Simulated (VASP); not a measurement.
# AgCl (Fm-3m) in VASP: settings compared, part 2 of 2

VASP 6.6.1.

## (5) Single point, LDA (21.69 Å³/atom)

This run uses another cell than the first one, of 21.69 Å³/atom.

Input file INCAR:

```
SYSTEM = AgCl
PREC = Accurate
ENCUT = 520
EDIFF = 1E-6
ISMEAR = -1
SIGMA = 0.05
LREAL = .False.
LASPH = .True.
NELM = 100
ALGO = Normal
ISIF = 2
LWAVE = .False.
LCHARG = .False.
NBANDS = 16
```

Input file KPOINTS:

```
Automatic mesh
0
Gamma
  8 8 8
  0 0 0
```

Input file POSCAR:

```
AgCl
1.0
    0.0000000000      2.7886410693      2.7886410693
    2.7886410693      0.0000000000      2.7886410693
    2.7886410693      2.7886410693      0.0000000000
Ag Cl
1 1
Direct
    0.0000000000      0.0000000000      0.0000000000
    0.5000000000      0.5000000000      0.5000000000
```

Potentials or basis: VASP PAW LDA potentials, release 64 (Ag, Cl).

Launch:

```sh
$ cat potpaw_LDA.64/Ag/POTCAR potpaw_LDA.64/Cl/POTCAR > POTCAR
$ mpirun -np 1 vasp_std > vasp.out
```

OUTCAR:

```text
SYSTEM = AgCl
   PREC = Accurate
   ENCUT = 520
   EDIFF = 1E-6
   ISMEAR = -1
   LREAL = .False.
   LASPH = .True.
   NELM = 100
   ISIF = 2

 ion  position               nearest neighbor table
   1  0.000  0.000  0.000-   2 2.79   2 2.79   2 2.79   2 2.79   2 2.79   2 2.79
   2  0.500  0.500  0.500-   1 2.79   1 2.79   1 2.79   1 2.79   1 2.79   1 2.79

  LATTYP: Found a face centered cubic cell.
 ALAT       =     5.5772821386

  Lattice vectors:

 A1 = (   0.0000000000,   2.7886410693,   2.7886410693)
 A2 = (   2.7886410693,   0.0000000000,   2.7886410693)
 A3 = (   2.7886410693,   2.7886410693,   0.0000000000)

Analysis of symmetry for initial positions (statically):
=====================================================================
 Subroutine PRICEL returns:
 Original cell was already a primitive cell.

 Routine SETGRP: Setting up the symmetry group for a
 face centered cubic supercell.

 Subroutine GETGRP returns: Found 48 space group operations
 (whereof 48 operations were pure point group operations)
 out of a pool of 48 trial point group operations.

The static configuration has the point symmetry O_h .

Analysis of symmetry for dynamics (positions and initial velocities):
=====================================================================
 Subroutine PRICEL returns:
 Original cell was already a primitive cell.

 Routine SETGRP: Setting up the symmetry group for a
 face centered cubic supercell.

 Subroutine GETGRP returns: Found 48 space group operations
 (whereof 48 operations were pure point group operations)
 out of a pool of 48 trial point group operations.

The dynamic configuration has the point symmetry O_h .

 Subroutine INISYM returns: Found 48 space group operations
 (whereof 48 operations are pure point group operations),
 and found     1 'primitive' translations

----------------------------------------------------------------------------------------

                                     Primitive cell

  volume of cell :      43.3718

  direct lattice vectors                    reciprocal lattice vectors
     0.000000000  2.788641069  2.788641069    -0.179298801  0.179298801  0.179298801
     2.788641069  0.000000000  2.788641069     0.179298801 -0.179298801  0.179298801
     2.788641069  2.788641069  0.000000000     0.179298801  0.179298801 -0.179298801

  length of vectors
     3.943734021  3.943734021  3.943734021     0.310554633  0.310554633  0.310554633

  position of ions in fractional coordinates (direct lattice)
     0.000000000  0.000000000  0.000000000
     0.500000000  0.500000000  0.500000000

  ion indices of the primitive-cell ions
   primitive index   ion index
                 1           1
                 2           2

----------------------------------------------------------------------------------------

 KPOINTS: Automatic mesh

Automatic generation of k-mesh.
 Grid dimensions read from file:
 generate k-points for:    8    8    8

 Generating k-lattice:

  Cartesian coordinates                     Fractional coordinates (reciprocal lattice)
    -0.022412350  0.022412350  0.022412350     0.125000000  0.000000000  0.000000000
     0.022412350 -0.022412350  0.022412350     0.000000000  0.125000000  0.000000000
     0.022412350  0.022412350 -0.022412350     0.000000000  0.000000000  0.125000000

  Length of vectors
     0.038819329  0.038819329  0.038819329

  Shift w.r.t. Gamma in fractional coordinates (k-lattice)
     0.000000000  0.000000000  0.000000000

 Subroutine IBZKPT returns following result:
 ===========================================

 Found     29 irreducible k-points:

 Following reciprocal coordinates:
            Coordinates               Weight
  0.000000  0.000000  0.000000      1.000000
  0.125000  0.000000  0.000000      8.000000
  0.250000  0.000000  0.000000      8.000000
  0.375000  0.000000  0.000000      8.000000
  0.500000  0.000000  0.000000      4.000000
  0.125000  0.125000  0.000000      6.000000
[... 16 lines left out ...]
  0.500000  0.250000  0.125000     48.000000
 -0.375000  0.250000  0.125000     24.000000
 [... further k-points ...]
   k-points           NKPTS =     29   k-points in BZ     NKDIM =     29   number of bands    NBANDS=     16
   number of dos      NEDOS =    301   number of ions     NIONS =      2
   total plane-waves  NPLWV =  27000
   dimension x,y,z NGX =    30 NGY =   30 NGZ =   30
   dimension x,y,z NGXF=    60 NGYF=   60 NGZF=   60
   ions per type =               1   1
   NGX,Y,Z   is equivalent  to a cutoff of  12.65, 12.65, 12.65 a.u.
   NGXF,Y,Z  is equivalent  to a cutoff of  25.29, 25.29, 25.29 a.u.
 SYSTEM =  AgCl
   PREC   = accura    normal or accurate (medium, high low for compatibility)
   ISTART =      0    job   : 0-new  1-cont  2-samecut
   ICHARG =      2    charge: 1-file 2-atom 10-const
   ISPIN  =      1    spin polarized calculation?
   LNONCOLLINEAR =      F non collinear calculations
   LSORBIT =      F    spin-orbit coupling
   LASPH  =      T    aspherical Exc in radial PAW
   ENCUT  =  520.0 eV  38.22 Ry    6.18 a.u.   7.33  7.33  7.33*2*pi/ulx,y,z
   NELM   =    100;   NELMIN=  2; NELMDL= -5     # of ELM steps
   EDIFF  = 0.1E-05   stopping-criterion for ELM
   LREAL  =      F    real-space projection
   EDIFFG = 0.1E-04   stopping-criterion for IOM
   NSW    =      0    number of steps for IOM
   IBRION =     -1    ionic relax: 0-MD 1-quasi-New 2-CG
   NFREE  =      0    steps in history (QN), initial steepest desc. (CG)
   ISIF   =      2    stress and relaxation
   ISYM   =      2    0-nonsym 1-usesym 2-fastsym
   POTIM  = 0.5000    time-step for ionic-motion
   TEBEG  =    0.0;   TEEND  =   0.0 temperature during run
   PSTRESS=    0.0 pullay stress
   NELECT =      18.0000    total number of electrons
   NUPDOWN=      -1.0000    fix difference up-down
   EMIN   =  10.00;   EMAX   =-10.00  energy-range for DOS
   EFERMI =   0.00;   METHOD = LEGACY
   ISMEAR =    -1;   SIGMA  =   0.05  broadening in eV -4-tet -1-fermi 0-gaus
   EFERMI_NEDOS =   21; number of points for ismear=-14 and -15
   IALGO  =     38    algorithm
   IMIX   =      4    mixing-type and parameters
     AMIX     =   0.40;   BMIX     =  1.00
     AMIX_MAG =   1.60;   BMIX_MAG =  1.00
  volume/ion in A,a.u.               =      21.69       146.34
  Fermi-wavevector in a.u.,A,eV,Ry     =   1.221133  2.307607 20.288550  1.491166
  Thomas-Fermi vector in A             =   2.356326
   LORBIT       =      0    0 simple, 1 ext, 2 COOP (PROOUT), +10 PAW based schemes
   GGA     = CA    functional components
   LHFCALC =     F    Hartree Fock is set to
   AEXX    =    0.0000 exact exchange contribution
   IVDW    =     0    specifies the selected vdW correction
   LEPSILON=     F    determine dielectric tensor
   LRPA    =     F    only Hartree local field effects (RPA)
 non-spin polarized calculation
  energy-cutoff  :      520.00
  volume of cell :       43.37
 maximum number of plane-waves:      1211
 NGX is ok and might be reduce to    30
   NGX = 15   NGY = 15   NGZ = 15

 number of electron      18.0000001 magnetization

 Free energy of the ion-electron system (eV)
  ---------------------------------------------------
  ext. energy  EPLUGINS =         0.00000000
  ---------------------------------------------------
  free energy    TOTEN  =        -6.68593172 eV

  energy without entropy =       -6.68590894  energy(sigma->0) =       -6.68592033

 E-fermi :   3.7659     XC(G=0): -10.3561

 val. band max:        3.3652800408   @ k =   0.5000   0.0000   0.0000
 cond. band min:       4.0102783547   @ k =   0.0000   0.0000   0.0000
 fundamental gap:      0.6449983139
 Fermi energy:         3.7659151435

 k-point     1 :       0.0000    0.0000    0.0000
  band No.  band energies     occupation
      1     -11.5700      2.00000
      2       0.9115      2.00000
      3       0.9115      2.00000
      4       0.9115      2.00000
      5       0.9486      2.00000
      6       0.9486      2.00000
[... 8 lines left out ...]
     15      16.2648      0.00000
     16      16.2648      0.00000
[... 419 lines left out ...]
 k-point    24 :      -0.3750    0.2500    0.1250
  band No.  band energies     occupation
      1     -11.1027      2.00000
      2      -1.4130      2.00000
      3      -0.6622      2.00000
      4      -0.6161      2.00000
      5       1.2097      2.00000
      6       1.2782      2.00000
[... 8 lines left out ...]
     15      16.6713      0.00000
     16      18.1830      0.00000

 [... further k-points ...]

------------------------ aborting loop because EDIFF is reached ----------------------------------------

  FORCE on cell =-STRESS in cart. coord.  units (eV):
  Direction    XX          YY          ZZ          XY          YZ          ZX
  --------------------------------------------------------------------------------------
  -------------------------------------------------------------------------------------
  Total       -1.6753707     -1.6753707     -1.6753707     -0.0000000     -0.0000000      0.0000000
  in kB      -61.8890264    -61.8890264    -61.8890264     -0.0000000     -0.0000000      0.0000000
  external PRESSURE =     -61.8890264 kB  Pullay stress =       0.0000000 kB

 VOLUME and BASIS-vectors are now :
 -----------------------------------------------------------------------------
  energy-cutoff  :      520.00
  volume of cell :       43.37
      direct lattice vectors                 reciprocal lattice vectors
     0.000000000  2.788641069  2.788641069    -0.179298801  0.179298801  0.179298801
     2.788641069  0.000000000  2.788641069     0.179298801 -0.179298801  0.179298801
     2.788641069  2.788641069  0.000000000     0.179298801  0.179298801 -0.179298801

 POSITION                                       TOTAL-FORCE (eV/Angst)
 -----------------------------------------------------------------------------------
      0.00000      0.00000      0.00000        -0.000000      0.000000      0.000000
      2.78864      2.78864      2.78864         0.000000     -0.000000     -0.000000
 -----------------------------------------------------------------------------------
    total drift:                               -0.000000      0.000000      0.000000

  FREE ENERGIE OF THE ION-ELECTRON SYSTEM (eV)
  ---------------------------------------------------
  free  energy   TOTEN  =        -6.6859317231 eV

  energy  without entropy=       -6.6859089365  energy(sigma->0) =       -6.68592033
```

OSZICAR:

```text
N       E                     dE             d eps       ncg     rms          rms(c)
DAV:   1     0.982670660582E+02    0.98267E+02   -0.86726E+03   936   0.102E+03
DAV:   2    -0.310376678531E+01   -0.10137E+03   -0.94008E+02  1152   0.223E+02
DAV:   3    -0.682626391998E+01   -0.37225E+01   -0.37129E+01  1232   0.442E+01
DAV:   4    -0.685167563489E+01   -0.25412E-01   -0.25410E-01  1112   0.393E+00
DAV:   5    -0.685201659567E+01   -0.34096E-03   -0.34096E-03  1200   0.445E-01    0.606E+00
DAV:   6    -0.669547866330E+01    0.15654E+00   -0.24600E-01  1240   0.664E+00    0.403E+00
DAV:   7    -0.668888377610E+01    0.65949E-02   -0.61941E-02  1120   0.166E+00    0.188E+00
DAV:   8    -0.668603416835E+01    0.28496E-02   -0.43778E-03  1056   0.591E-01    0.251E-01
DAV:   9    -0.668592150918E+01    0.11266E-03   -0.24938E-04  1232   0.238E-01    0.467E-02
DAV:  10    -0.668593170138E+01   -0.10192E-04   -0.31650E-05  1096   0.469E-02    0.141E-02
DAV:  11    -0.668593172306E+01   -0.21680E-07   -0.21625E-07   856   0.476E-03
   1 F= -.66859317E+01 E0= -.66859203E+01  d E =-.227866E-04
```

It took 34 s on 1 thread of Intel Xeon 8259CL, shared host; peak memory 0.16 GiB.

Results:

| Property | Result |
| --- | --- |
| Free energy | -6.6859 eV |
| Pressure | -6.2 GPa |
| Band gap on the k mesh | 0.65 eV (least direct gap 2.88 eV) |

Caveat: the cell stands under tension. A k mesh can miss the band edges.

## (6) Single point, PBEsol (21.28 Å³/atom)

This run uses another cell than the first one, of 21.28 Å³/atom.

Input file INCAR:

```
  ALGO = Normal
  EDIFF = 1E-6
  ENCUT = 520
  GGA = PS
  ISIF = 2
  ISMEAR = -1
  LASPH = T
  LCHARG = F
  LREAL = F
  LWAVE = F
  NBANDS = 16
  NELM = 100
  PREC = Accurate
  SIGMA = 0.05
```

Input file KPOINTS:

```
k-points
0
Gamma
  8 8 8
```

Input file POSCAR:

```
AgCl
1.0
    0.0000000000      2.7709909694      2.7709909694
    2.7709909694      0.0000000000      2.7709909694
    2.7709909694      2.7709909694      0.0000000000
Ag Cl
1 1
Direct
    0.0000000000      0.0000000000      0.0000000000
    0.5000000000      0.5000000000      0.5000000000
```

Potentials or basis: VASP PAW PBE potentials, release 64 (Ag, Cl).

Launch:

```sh
$ cat potpaw_PBE.64/Ag/POTCAR potpaw_PBE.64/Cl/POTCAR > POTCAR
$ mpirun -np 1 vasp_std > vasp.out
```

Wall time 42 s (1 thread of Intel Xeon 8259CL, shared host); peak memory 0.18 GiB.

The run converged. Its results:

```
Free energy            : -6.0429 eV
Pressure               : -2.6 GPa
Band gap on the k mesh : 0.73 eV (least direct gap 3.05 eV)
```

Levels at points of the mesh, in eV from the valence-band top:
| k point | band 5 | band 6 | band 7 | band 8 | band 9 | band 10 | band 11 | band 12 | band 13 | band 14 |
| --- | --- | --- | --- | --- | --- | --- | --- | --- | --- | --- |
| (0.00, 0.00, 0.00) | -2.44 | -2.44 | -2.34 | -2.34 | -2.34 | 0.73 | 10.74 | 10.74 | 10.74 | 12.08 |
| (0.50, 0.00, 0.00) | -2.11 | -2.11 | -1.79 | 0.00 | 0.00 | 4.03 | 6.45 | 7.53 | 7.53 | 13.34 |
| (0.50, 0.50, 0.00) | -2.83 | -2.25 | -1.98 | -1.98 | -1.90 | 2.23 | 7.85 | 8.47 | 11.36 | 11.36 |

Caveat: the PAW data sets were made with another functional, which shifts forces and pressure a little. A k mesh can miss the band edges.

## (7) Summary

| level | potentials or basis | cell | gap on the mesh (eV) | pressure (GPa) |
| --- | --- | --- | --- | --- |
| LDA | VASP PAW LDA potentials, release 64 (Ag, Cl) | a = 3.893 Å, angles 60.0°, 2 atoms | 0.64 | -4.7 |
| PBEsol | VASP PAW PBE potentials, release 64 (Ag, Cl) | a = 3.893 Å, angles 60.0°, 2 atoms | 0.73 | -1.8 |
| LDA | VASP PAW LDA potentials, release 64 (Ag, Cl) | a = 3.919 Å, angles 60.0°, 2 atoms | 0.64 | -5.5 |
| LDA | VASP PAW LDA potentials, release 64 (Ag, Cl) | a = 3.944 Å, angles 60.0°, 2 atoms | 0.65 | -6.2 |
| PBEsol | VASP PAW PBE potentials, release 64 (Ag, Cl) | a = 3.919 Å, angles 60.0°, 2 atoms | 0.73 | -2.6 |

Alike in all rows: task single point; no spin polarisation; k mesh 8 × 8 × 8; cutoff (eV) 520; smearing fermi-dirac 0.05 eV.

Caveats: the cell stands under tension (at least some runs); the PAW data sets were made with another functional, which shifts forces and pressure a little (at least some runs).

Absolute energies hang on the potentials; compare differences alone.
